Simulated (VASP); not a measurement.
# Mo2HS4 in VASP: single point with PBE+D3(BJ)

Aim: the single point of Mo2HS4 with PBE+D3(BJ).

Everything below comes from runs of VASP 6.6.1. Logs are shortened: lines on timing, memory, paths and dates and some standing lists are left out, and cuts for length are marked.

## Step 1: The cell of the first run

The cell holds a slab with vacuum, 14 atoms: a = 6.306 Å, b = 6.306 Å, c = 21.877 Å, α = 90.00°, β = 90.00°, γ = 120.00°.

## Step 2: Single point, PBE+D3(BJ)

Contents of INCAR:

```
SYSTEM = Mo2HS4
PREC     = Accurate       ! precision mode
ENCUT    = 520            ! plane-wave cutoff, eV
EDIFF    = 1E-6           ! SCF threshold, eV
ISMEAR   = 0              ! smearing method
SIGMA    = 0.05           ! smearing width, eV
LREAL    = .False.        ! projectors in reciprocal space
LASPH    = .True.         ! aspherical terms in the spheres
NELM     = 80             ! most SCF steps
ALGO     = Normal         ! electronic algorithm
ISIF     = 2              ! what is computed and relaxed
LWAVE    = .False.        ! write WAVECAR
LCHARG   = .False.        ! write CHGCAR
LDIPOL   = .True.       
IDIPOL   = 3            
DIPOL    = 0.5 0.5 0.467
GGA      = PE             ! functional
IVDW     = 12             ! dispersion correction
NBANDS   = 66             ! bands
```

Contents of KPOINTS:

```
regular mesh
0
Gamma
  3 3 1
  0 0 0
```

Contents of POSCAR:

```
Mo2HS4
1.0
    6.3058975141      0.0000000000      0.0000000000
   -3.1529487571      5.4610674409      0.0000000000
    0.0000000000      0.0000000000     21.8772324035
S Mo H
8 4 2
Direct
    0.6666666667      0.3333333333      0.3656769674
    0.6666666667      0.8333333333      0.3656769674
    0.1666666667      0.3333333333      0.3656769674
    0.1666666667      0.8333333333      0.3656769674
    0.6666666667      0.3333333333      0.5090646820
    0.6664948324      0.8332474162      0.5089883093
    0.1667525838      0.3335051676      0.5089883093
    0.1667525838      0.8332474162      0.5089883093
    0.3333585486      0.1666792743      0.4373573300
    0.3333333333      0.6666666667      0.4373071824
    0.8333207257      0.1666792743      0.4373573300
    0.8333207257      0.6666414514      0.4373573300
    0.0000000000      0.0000000000      0.6308792294
    0.0000000000      0.0000000000      0.6652034778
```

Potentials or basis: VASP PAW PBE potentials, release 64 (S, Mo_sv, H).

Launch:

```sh
$ cat potpaw_PBE.64/S/POTCAR potpaw_PBE.64/Mo_sv/POTCAR potpaw_PBE.64/H/POTCAR > POTCAR
$ mpirun -np 1 vasp_std > vasp.out
```

OUTCAR:

```text
SYSTEM = Mo2HS4
   PREC = Accurate
   ENCUT = 520
   EDIFF = 1E-6
   ISMEAR = 0
   LREAL = .False.
   LASPH = .True.
   NELM = 80
   ISIF = 2
   GGA = PE
   IVDW = 12
 IVDW          = 12

 ion  position               nearest neighbor table
   1  0.667  0.333  0.366-  11 2.40   9 2.40  12 2.40
   2  0.667  0.833  0.366-  10 2.40  12 2.40  11 2.40
   3  0.167  0.333  0.366-  10 2.40   9 2.40  11 2.40
   4  0.167  0.833  0.366-  10 2.40  12 2.40   9 2.40
   5  0.667  0.333  0.509-  11 2.40   9 2.40  12 2.40
   6  0.666  0.833  0.509-  10 2.40  11 2.40  12 2.40
   7  0.167  0.334  0.509-  10 2.40  11 2.40   9 2.40
   8  0.167  0.833  0.509-  10 2.40  12 2.40   9 2.40
   9  0.333  0.167  0.437-   8 2.40   7 2.40   1 2.40   3 2.40   4 2.40   5 2.40  12 3.15  11 3.15
                            10 3.15  10 3.15  12 3.15  11 3.15
  10  0.333  0.667  0.437-   4 2.40   2 2.40   3 2.40   8 2.40   6 2.40   7 2.40  12 3.15   9 3.15
                            11 3.15  11 3.15  12 3.15   9 3.15
  11  0.833  0.167  0.437-   7 2.40   6 2.40   1 2.40   3 2.40   2 2.40   5 2.40   9 3.15  12 3.15
                            10 3.15  10 3.15   9 3.15  12 3.15
  12  0.833  0.667  0.437-   8 2.40   6 2.40   1 2.40   2 2.40   4 2.40   5 2.40   9 3.15  11 3.15
                            10 3.15  10 3.15   9 3.15  11 3.15
  13  0.000  0.000  0.631-  14 0.75
  14  0.000  0.000  0.665-  13 0.75

  LATTYP: Found a hexagonal cell.
 ALAT       =     6.3058975141
 C/A-ratio  =     3.4693288869

  Lattice vectors:

 A1 = (   6.3058975141,   0.0000000000,   0.0000000000)
 A2 = (  -3.1529487571,   5.4610674409,   0.0000000000)
 A3 = (   0.0000000000,   0.0000000000,  21.8772324035)

Analysis of symmetry for initial positions (statically):
=====================================================================
 Subroutine PRICEL returns:
 Original cell was already a primitive cell.

 Routine SETGRP: Setting up the symmetry group for a
 hexagonal supercell.

 Subroutine GETGRP returns: Found  6 space group operations
 (whereof  6 operations were pure point group operations)
 out of a pool of 24 trial point group operations.

The static configuration has the point symmetry C_3v.

Analysis of symmetry for dynamics (positions and initial velocities):
=====================================================================
 Subroutine PRICEL returns:
 Original cell was already a primitive cell.

 Routine SETGRP: Setting up the symmetry group for a
 hexagonal supercell.

 Subroutine GETGRP returns: Found  6 space group operations
 (whereof  6 operations were pure point group operations)
 out of a pool of 24 trial point group operations.

The dynamic configuration has the point symmetry C_3v.

 Subroutine INISYM returns: Found  6 space group operations
 (whereof  6 operations are pure point group operations),
 and found     1 'primitive' translations

----------------------------------------------------------------------------------------

                                     Primitive cell

  volume of cell :     753.3848

  direct lattice vectors                    reciprocal lattice vectors
     6.305897514  0.000000000  0.000000000     0.158581708  0.091557192  0.000000000
    -3.152948757  5.461067441  0.000000000     0.000000000  0.183114384  0.000000000
     0.000000000  0.000000000 21.877232403     0.000000000  0.000000000  0.045709621

  length of vectors
     6.305897514  6.305897514 21.877232403     0.183114384  0.183114384  0.045709621

  position of ions in fractional coordinates (direct lattice)
     0.666666667  0.333333333  0.365676967
     0.666666667  0.833333333  0.365676967
     0.166666667  0.333333333  0.365676967
     0.166666667  0.833333333  0.365676967
     0.666666667  0.333333333  0.509064682
     0.666494832  0.833247416  0.508988309
     0.166752584  0.333505168  0.508988309
     0.166752584  0.833247416  0.508988309
     0.333358549  0.166679274  0.437357330
     0.333333333  0.666666667  0.437307182
     0.833320726  0.166679274  0.437357330
     0.833320726  0.666641451  0.437357330
     0.000000000  0.000000000  0.630879229
     0.000000000  0.000000000  0.665203478

  ion indices of the primitive-cell ions
[... 29 lines left out ...]
     0.000000000  0.000000000  0.045709621     0.000000000  0.000000000  1.000000000

  Length of vectors
     0.061038128  0.061038128  0.045709621

  Shift w.r.t. Gamma in fractional coordinates (k-lattice)
     0.000000000  0.000000000  0.000000000

 Subroutine IBZKPT returns following result:
 ===========================================

 Found      3 irreducible k-points:

 Following reciprocal coordinates:
            Coordinates               Weight
  0.000000  0.000000  0.000000      1.000000
  0.333333 -0.000000  0.000000      6.000000
  0.333333  0.333333  0.000000      2.000000
   k-points           NKPTS =      3   k-points in BZ     NKDIM =      3   number of bands    NBANDS=     66
   number of dos      NEDOS =    301   number of ions     NIONS =     14
   total plane-waves  NPLWV = 387072
   dimension x,y,z NGX =    48 NGY =   48 NGZ =  168
   dimension x,y,z NGXF=    96 NGYF=   96 NGZF=  336
   ions per type =               8   4   2
   NGX,Y,Z   is equivalent  to a cutoff of  12.65, 12.65, 12.77 a.u.
   NGXF,Y,Z  is equivalent  to a cutoff of  25.31, 25.31, 25.53 a.u.
 SYSTEM =  Mo2HS4
   PREC   = accura    normal or accurate (medium, high low for compatibility)
   ISTART =      0    job   : 0-new  1-cont  2-samecut
   ICHARG =      2    charge: 1-file 2-atom 10-const
   ISPIN  =      1    spin polarized calculation?
   LNONCOLLINEAR =      F non collinear calculations
   LSORBIT =      F    spin-orbit coupling
   LASPH  =      T    aspherical Exc in radial PAW
   ENCUT  =  520.0 eV  38.22 Ry    6.18 a.u.  11.72 11.72 40.68*2*pi/ulx,y,z
   NELM   =     80;   NELMIN=  2; NELMDL= -5     # of ELM steps
   EDIFF  = 0.1E-05   stopping-criterion for ELM
   LREAL  =      F    real-space projection
   EDIFFG = 0.1E-04   stopping-criterion for IOM
   NSW    =      0    number of steps for IOM
   IBRION =     -1    ionic relax: 0-MD 1-quasi-New 2-CG
   NFREE  =      0    steps in history (QN), initial steepest desc. (CG)
   ISIF   =      2    stress and relaxation
   ISYM   =      2    0-nonsym 1-usesym 2-fastsym
   POTIM  = 0.5000    time-step for ionic-motion
   TEBEG  =    0.0;   TEEND  =   0.0 temperature during run
   PSTRESS=    0.0 pullay stress
   NELECT =     106.0000    total number of electrons
   NUPDOWN=      -1.0000    fix difference up-down
   EMIN   =  10.00;   EMAX   =-10.00  energy-range for DOS
   EFERMI =   0.00;   METHOD = LEGACY
   ISMEAR =     0;   SIGMA  =   0.05  broadening in eV -4-tet -1-fermi 0-gaus
   EFERMI_NEDOS =   21; number of points for ismear=-14 and -15
   IALGO  =     38    algorithm
   IMIX   =      4    mixing-type and parameters
     AMIX     =   0.40;   BMIX     =  1.00
     AMIX_MAG =   1.60;   BMIX_MAG =  1.00
  volume/ion in A,a.u.               =      53.81       363.15
  Fermi-wavevector in a.u.,A,eV,Ry     =   0.851474  1.609052  9.864323  0.725007
  Thomas-Fermi vector in A             =   1.967612
   LORBIT       =      0    0 simple, 1 ext, 2 COOP (PROOUT), +10 PAW based schemes
   GGA     = PE    functional components
   LHFCALC =     F    Hartree Fock is set to
   AEXX    =    0.0000 exact exchange contribution
   IVDW    =    12    specifies the selected vdW correction
   LEPSILON=     F    determine dielectric tensor
   LRPA    =     F    only Hartree local field effects (RPA)
 non-spin polarized calculation
 Gauss-broadening in eV      SIGMA  =   0.05
  energy-cutoff  :      520.00
  volume of cell :      753.38
 maximum number of plane-waves:     20328
 NGX is ok and might be reduce to    48
   NGX = 23   NGY = 23   NGZ = 81

 dipolmoment           0.000000      0.000000      0.004136 electrons x Angstroem

 number of electron     106.0000005 magnetization

 dipolmoment           0.000000      0.000000     -0.003626 electrons x Angstroem

 Free energy of the ion-electron system (eV)
  ---------------------------------------------------
  ext. energy  EPLUGINS =         0.00000000
  ---------------------------------------------------
  free energy    TOTEN  =       -94.13756757 eV

  energy without entropy =      -94.13756757  energy(sigma->0) =      -94.13756757

 E-fermi :  -1.8578     XC(G=0):  -3.7481

 val. band max:       -2.2328498159   @ k =   0.3333   0.3333   0.0000
 cond. band min:      -0.4491425097   @ k =   0.3333   0.3333   0.0000
 fundamental gap:      1.7837073062
 Fermi energy:        -1.8577778482

 k-point     1 :       0.0000    0.0000    0.0000
  band No.  band energies     occupation
      1     -63.0677      2.00000
      2     -63.0254      2.00000
      3     -63.0252      2.00000
      4     -63.0252      2.00000
      5     -37.3949      2.00000
      6     -37.3949      2.00000
[... 193 lines left out ...]
     64       0.7954      0.00000
     65       1.3894      0.00000
 [bands above 65 left out]

------------------------ aborting loop because EDIFF is reached ----------------------------------------

 vacuum level on the upper side and lower side of the slab       (xc-potential included)        -0.116        -0.088

 Edisp (eV)   -3.90212

 E8    (eV) :    -1.6746

  FORCE on cell =-STRESS in cart. coord.  units (eV):
  Direction    XX          YY          ZZ          XY          YZ          ZX
  --------------------------------------------------------------------------------------
  -------------------------------------------------------------------------------------
  Total      -0.08970    -0.08970    -0.25260     0.00000     0.00000     0.00000
  in kB      -0.19076    -0.19076    -0.53718     0.00000     0.00000     0.00000
  external pressure =       -0.31 kB  Pullay stress =        0.00 kB

 VOLUME and BASIS-vectors are now :
 -----------------------------------------------------------------------------
  energy-cutoff  :      520.00
  volume of cell :      753.38
      direct lattice vectors                 reciprocal lattice vectors
     6.305897514  0.000000000  0.000000000     0.158581708  0.091557192  0.000000000
    -3.152948757  5.461067441  0.000000000     0.000000000  0.183114384  0.000000000
     0.000000000  0.000000000 21.877232403     0.000000000  0.000000000  0.045709621

 POSITION                                       TOTAL-FORCE (eV/Angst)
 -----------------------------------------------------------------------------------
      3.15295      1.82036      8.00000         0.000000     -0.000000      0.016183
      1.57647      4.55089      8.00000         0.004132      0.002386      0.009035
      0.00000      1.82036      8.00000         0.000000     -0.004771      0.009035
     -1.57647      4.55089      8.00000        -0.004132      0.002386      0.009035
      3.15295      1.82036     11.13693         0.000000     -0.000000     -0.011842
      1.57566      4.55042     11.13526         0.000201      0.000116     -0.010587
     -0.00000      1.82129     11.13526         0.000000     -0.000232     -0.010587
     -1.57566      4.55042     11.13526        -0.000201      0.000116     -0.010587
      1.57659      0.91025      9.56817         0.000676      0.000390     -0.000861
     -0.00000      3.64071      9.56707         0.000000     -0.000000     -0.002014
      4.72930      0.91025      9.56817        -0.000676      0.000390     -0.000861
      3.15295      3.64057      9.56817         0.000000     -0.000780     -0.000861
      0.00000      0.00000     13.80189         0.000000     -0.000000      0.001205
      0.00000      0.00000     14.55281         0.000000     -0.000000      0.003706
 -----------------------------------------------------------------------------------
    total drift:                                0.000000      0.000000      0.000609

  FREE ENERGIE OF THE ION-ELECTRON SYSTEM (eV)
  ---------------------------------------------------
  free  energy   TOTEN  =       -98.0396862485 eV

  energy  without entropy=      -98.0396862485  energy(sigma->0) =      -98.03968625

 vacuum level on the upper side and lower side of the slab         3.565         3.594
```

It took 7.9 min on 1 thread of Intel Xeon Platinum 8559C (Emerald Rapids), shared host; peak memory 0.83 GiB.

Results:

```
Free energy                : -98.0397 eV
Largest force              : 0.016 eV/Å
Band gap on the k mesh     : 1.78 eV
Dispersion energy per atom : -0.279 eV
```

Forces on the atoms (eV/Å):
```
S    0.000  0.000  0.016
S    0.004  0.002  0.009
S    0.000 -0.005  0.009
S   -0.004  0.002  0.009
S    0.000  0.000 -0.012
S    0.000  0.000 -0.011
S    0.000  0.000 -0.011
S    0.000  0.000 -0.011
Mo   0.001  0.000 -0.001
Mo   0.000  0.000 -0.002
Mo  -0.001  0.000 -0.001
Mo   0.000 -0.001 -0.001
H    0.000  0.000  0.001
H    0.000  0.000  0.004
```

Levels at points of the mesh, in eV from the valence-band top:
```csv
k point,band 49,band 50,band 51,band 52,band 53,band 54,band 55,band 56,band 57,band 58
"(0.00, 0.00, 0.00)",-0.91,-0.65,-0.65,-0.65,-0.08,2.36,2.36,2.36,2.84,2.84
```
